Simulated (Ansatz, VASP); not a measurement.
P in VASP and in Ansatz

INCAR

```
SYSTEM = P
  ALGO = Normal
  EDIFF = 1E-7
  ENCUT = 520
  ISIF = 2
  ISMEAR = 0
  LASPH = .True.
  LCHARG = .False.
  LREAL = .False.
  LWAVE = .False.
  NBANDS = 12
  NELM = 100
  PREC = Accurate
  SIGMA = 0.15
```

KPOINTS

```
k-points
0
Gamma
  20 20 20
  0 0 0
```

File POSCAR:

```
P
1.0
   -1.6915100431      2.5151650373      1.8589441358
    1.6915100431     -2.5151650373      1.8589441358
    1.6915100431      2.5151650373     -1.8589441358
P
2
Direct
    0.8033091100      0.0533091100      0.7500000000
    0.1966908900      0.9466908900      0.2500000000
```

Input for Ansatz:

```yaml
crystal:
  lattice:
    - [-1.6915100431, 2.5151650373, 1.8589441358]
    - [1.6915100431, -2.5151650373, 1.8589441358]
    - [1.6915100431, 2.5151650373, -1.8589441358]
  atoms:
    - { symbol: P, position: [0.80330911, 0.05330911, 0.75] }
    - { symbol: P, position: [0.19669089, 0.94669089, 0.25] }
basis:
  ecutwfc: 420
kpoints:
  mp_grid: { grid: [20, 20, 20] }
hamiltonian:
  xc: lda
scf:
  occupations: { method: gaussian, width: 0.15 }
output:
  forces: true
  stress: true
  eigenvalues: true
```

Alike in both runs: task single point; functional LDA; k mesh 20 × 20 × 20; occupations gaussian, width 0.15 eV; no spin polarisation.

|  | VASP | Ansatz |
| --- | --- | --- |
| version | VASP 6.6.1 | Ansatz 0.2.0 |
| potentials or method | VASP PAW LDA potentials, release 64 (P), cutoff 520 eV | scalar-relativistic, plane waves, PAW |
| valence electrons in the cell | 10 | 10 |

```csv
,VASP,Ansatz,Ansatz less VASP
gap on the k mesh at the Fermi level (eV),none,none,-
pressure (GPa),-2.3,-2.1,+0.20
"traceless stress, the component that is largest in VASP (GPa)",0.52,0.65,+0.132
rms of the force components (eV/Å),0.158,0.184,+0.0257
```

LDA's correlation is that of Perdew and Zunger in VASP and of Perdew and Wang (1992) in Ansatz. Atom by atom the forces differ by 0.026 eV/Å (rms over components). A gap of «none» marks a metal or a gap that the smearing closes.
